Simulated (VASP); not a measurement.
# Zn (P6_3/mmc) in VASP: a series of runs, part 2 of 2

VASP 6.6.1. The steps go on from the part before.

### 4 Relaxation of cell and atoms, PBEsol

This run uses another cell than the first one, of 14.25 Å³/atom, 0.930 times its volume.

INCAR reads:

```
SYSTEM = Zn
  PREC = Accurate
  ENCUT = 600
  EDIFF = 1E-6
  ISMEAR = -1
  SIGMA = 0.15
  LREAL = .False.
  LASPH = .True.
  NELM = 60
  ALGO = Normal
  ISIF = 3
  LWAVE = .False.
  LCHARG = .False.
  GGA = PS
  IBRION = 2
  NSW = 80
  EDIFFG = -0.001
```

KPOINTS reads:

```
regular mesh
0
Gamma
  18 18 8
  0 0 0
```

POSCAR reads:

```
Zn
1.0
    2.5923832030      0.0000000000      0.0000000000
   -1.2961916015      2.2450697101      0.0000000000
    0.0000000000      0.0000000000      4.8981754599
Zn
2
Direct
    0.3333333333      0.6666666667      0.2500000000
    0.6666666667      0.3333333333      0.7500000000
```

Potentials or basis: VASP PAW PBE potentials, release 64 (Zn).

On the command line:

```bash
> cat potpaw_PBE.64/Zn/POTCAR > POTCAR
> mpirun -np 1 vasp_std > vasp.out
```

OUTCAR:

```text
SYSTEM = Zn
   PREC = Accurate
   ENCUT = 600
   EDIFF = 1E-6
   ISMEAR = -1
   LREAL = .False.
   LASPH = .True.
   NELM = 60
   ISIF = 3
   GGA = PS
   IBRION = 2
   NSW = 80
   EDIFFG = -0.001

 ion  position               nearest neighbor table
   1  0.333  0.667  0.250-   2 2.87   2 2.87   2 2.87   2 2.87   2 2.87   2 2.87
   2  0.667  0.333  0.750-   1 2.87   1 2.87   1 2.87   1 2.87   1 2.87   1 2.87

  LATTYP: Found a hexagonal cell.
 ALAT       =     2.5923832030
 C/A-ratio  =     1.8894488493

  Lattice vectors:

 A1 = (   2.5923832030,   0.0000000000,   0.0000000000)
 A2 = (  -1.2961916015,   2.2450697101,   0.0000000000)
 A3 = (   0.0000000000,   0.0000000000,   4.8981754599)

Analysis of symmetry for initial positions (statically):
=====================================================================
 Subroutine PRICEL returns:
 Original cell was already a primitive cell.

 Routine SETGRP: Setting up the symmetry group for a
 hexagonal supercell.

 Subroutine GETGRP returns: Found 24 space group operations
 (whereof 12 operations were pure point group operations)
 out of a pool of 24 trial point group operations.

The static configuration has the point symmetry D_3d.
 The point group associated with its full space group is D_6h.

[... 263 lines left out ...]
  ---------------------------------------------------
  free  energy   TOTEN  =        -3.1854278535 eV

  energy  without entropy=       -3.1563327363  energy(sigma->0) =       -3.17088029

[... ionic steps 4 to 16 ...]

--------------------------------------- Ionic step       17  -------------------------------------------

 number of electron      23.9999996 magnetization

------------------------ aborting loop because EDIFF is reached ----------------------------------------
[... 67 lines left out ...]
--------------------------------------- Ionic step       19  -------------------------------------------

 number of electron      23.9999996 magnetization

 Free energy of the ion-electron system (eV)
  ---------------------------------------------------
  ext. energy  EPLUGINS =         0.00000000
  ---------------------------------------------------
  free energy    TOTEN  =        -3.18598568 eV

  energy without entropy =       -3.15584971  energy(sigma->0) =       -3.17091770

 E-fermi :   3.4781     XC(G=0): -12.0430

 val. band max:        3.4776138050   @ k =   0.1667   0.1111   0.1250
 cond. band min:       3.4831321766   @ k =   0.3333   0.3333   0.0000
 fundamental gap:      0.0055183716
 Fermi energy:         3.4781156766

 k-point     1 :       0.0000    0.0000    0.0000
  band No.  band energies     occupation
      1      -7.5331      2.00000
      2      -5.4892      2.00000
      3      -4.6770      2.00000
      4      -4.4178      2.00000
      5      -4.4178      2.00000
      6      -4.3605      2.00000
[... 433 lines left out ...]
      3      -4.9368      2.00000
      4      -4.4211      2.00000
      5      -4.2828      2.00000
      6      -4.2642      2.00000
[... 8 lines left out ...]
     15       9.2335      0.00000
     16      10.4384      0.00000

 [... further k-points ...]
[... 5 lines left out ...]
  --------------------------------------------------------------------------------------
  -------------------------------------------------------------------------------------
  Total       -0.0008749     -0.0008749     -0.0016298      0.0000000     -0.0000000      0.0000000
  in kB       -0.0491496     -0.0491496     -0.0915528      0.0000000     -0.0000000      0.0000000
  external PRESSURE =      -0.0632840 kB  Pullay stress =       0.0000000 kB
[... 17 lines left out ...]
  FREE ENERGIE OF THE ION-ELECTRON SYSTEM (eV)
  ---------------------------------------------------
  free  energy   TOTEN  =        -3.1859856772 eV

  energy  without entropy=       -3.1558497132  energy(sigma->0) =       -3.17091770

 reached required accuracy - stopping structural energy minimisation
```

OSZICAR:

```text
N       E                     dE             d eps       ncg     rms          rms(c)
DAV:   1     0.101406870938E+03    0.10141E+03   -0.14006E+04  6008   0.265E+03
DAV:   2    -0.646933386513E+00   -0.10205E+03   -0.10043E+03  6064   0.319E+02
DAV:   3    -0.351123255959E+01   -0.28643E+01   -0.28595E+01  7296   0.656E+01
[... 117 lines left out ...]
       N       E                     dE             d eps       ncg     rms          rms(c)
DAV:   1    -0.318600078154E+01   -0.15089E-04   -0.25230E-04  7016   0.210E-01    0.257E-02
DAV:   2    -0.318598934725E+01    0.11434E-04   -0.30547E-05  7360   0.121E-01    0.125E-02
DAV:   3    -0.318598636100E+01    0.29863E-05   -0.15973E-06  4680   0.240E-02    0.587E-03
DAV:   4    -0.318598567715E+01    0.68385E-06   -0.11668E-06  3888   0.151E-02
  19 F= -.31859857E+01 E0= -.31709177E+01  d E =-.260005E-06
```

CONTCAR:

```text
Zn
   1.00000000000000
     2.6078994268233919    0.0000000000000000    0.0000000000000000
    -1.3039497134116960    2.2585071541011068    0.0000000000000000
     0.0000000000000000   -0.0000000000000000    4.8423214973784372
  Zn
     2
Direct
     0.3333333332999970    0.6666666667000030    0.2500000000000000
     0.6666666667000030    0.3333333332999970    0.7500000000000000

  0.00000000E+00  0.00000000E+00  0.00000000E+00
  0.00000000E+00  0.00000000E+00  0.00000000E+00
```

Wall time 6.3 min (1 thread of AMD EPYC 9R45 (Zen 5), shared host); peak memory 0.2 GiB.

What came out:

```
Free energy                            : -3.1860 eV
Relaxed volume                         : 14.26 Å³/atom
Relaxed cell                           : a = 2.608 Å, b = 2.608 Å, c = 4.842 Å, α = 90.00°, β = 90.00°, γ = 120.00°
Space group after relaxing (to 0.05 Å) : P6_3/mmc (No. 194)
Energy gained by relaxing              : 0.5 meV/atom
Ionic steps                            : 19
Pressure after relaxing                : 0.0 GPa
Band gap on the k mesh                 : zero (band 12 reaches 5.07 eV, above the bottom of band 13 at 0.42 eV)
```

Step by step:
```csv
step,energy change (eV),largest force (eV/Å),pressure (GPa),volume (Å³)
1,0.0000,0.0000,0.53,28.51
2,-0.0005,0.0000,-0.23,28.70
3,-0.0005,0.0000,-0.22,28.69
4,-0.0007,0.0000,-0.23,28.66
5,-0.0011,0.0000,-0.05,28.55
6,-0.0011,0.0000,0.09,28.54
7,-0.0011,0.0000,-0.13,28.54
8,-0.0011,0.0000,-0.07,28.54
9,-0.0011,0.0000,0.10,28.50
10,-0.0011,0.0000,0.02,28.53
11,-0.0011,0.0000,-0.04,28.53
12,-0.0011,0.0000,0.03,28.53
13,-0.0011,0.0000,-0.06,28.53
14,-0.0011,0.0000,0.04,28.53
15,-0.0011,0.0000,-0.01,28.53
16,-0.0011,0.0000,-0.01,28.53
17,-0.0011,0.0000,0.12,28.52
18,-0.0011,0.0000,-0.07,28.52
19,-0.0011,0.0000,-0.01,28.52
```

Final structure:
```
CELL_PARAMETERS angstrom
2.60790 0.00000 0.00000
-1.30395 2.25851 0.00000
0.00000 0.00000 4.84232
ATOMIC_POSITIONS crystal
Zn 0.33333 0.66667 0.25000
Zn 0.66667 0.33333 0.75000
```

Levels at points of the mesh, in eV from the Fermi level:
```csv
k point,band 10,band 11,band 12,band 13,band 14,band 15
"(0.00, 0.00, 0.00)",-7.23,-7.23,-4.05,-3.06,14.12,17.84
"(0.50, 0.00, 0.00)",-7.01,-3.12,-2.28,2.70,3.53,4.41
"(0.00, 0.00, 0.50)",-7.33,-7.33,-7.33,4.71,4.71,19.57
"(0.50, 0.00, 0.50)",-7.02,-2.15,-2.15,0.19,0.19,10.48
```

Caveat: the PAW data sets were made with another functional, which shifts forces and pressure a little.

### 5 The runs side by side

| task | cell | smearing | gap on the mesh (eV) | pressure (GPa) | relaxed volume (Å³/atom) |
| --- | --- | --- | --- | --- | --- |
| relaxation of cell and atoms | relaxed from a = 2.670, b = 2.670, c = 4.966 Å, angles 90.0, 90.0, 120.0°, 2 atoms | gaussian 0.1 eV | none | 0.0 | 14.29 |
| relaxation of shape and atoms at fixed volume | relaxed from a = 2.586, b = 2.586, c = 4.811 Å, angles 90.0, 90.0, 120.0°, 2 atoms | fermi-dirac 0.15 eV | none | 1.9 | - |
| relaxation of cell and atoms | relaxed from a = 2.592, b = 2.592, c = 4.898 Å, angles 90.0, 90.0, 120.0°, 2 atoms | fermi-dirac 0.15 eV | none | 0.0 | 14.26 |

Alike in all rows: level PBEsol; potentials or basis VASP PAW PBE potentials, release 64 (Zn); no spin polarisation; k mesh 18 × 18 × 8; cutoff (eV) 600.

Caveats: the PAW data sets were made with another functional, which shifts forces and pressure a little.

Total energies depend on the potentials used, so only differences within one code and one set of settings carry meaning.
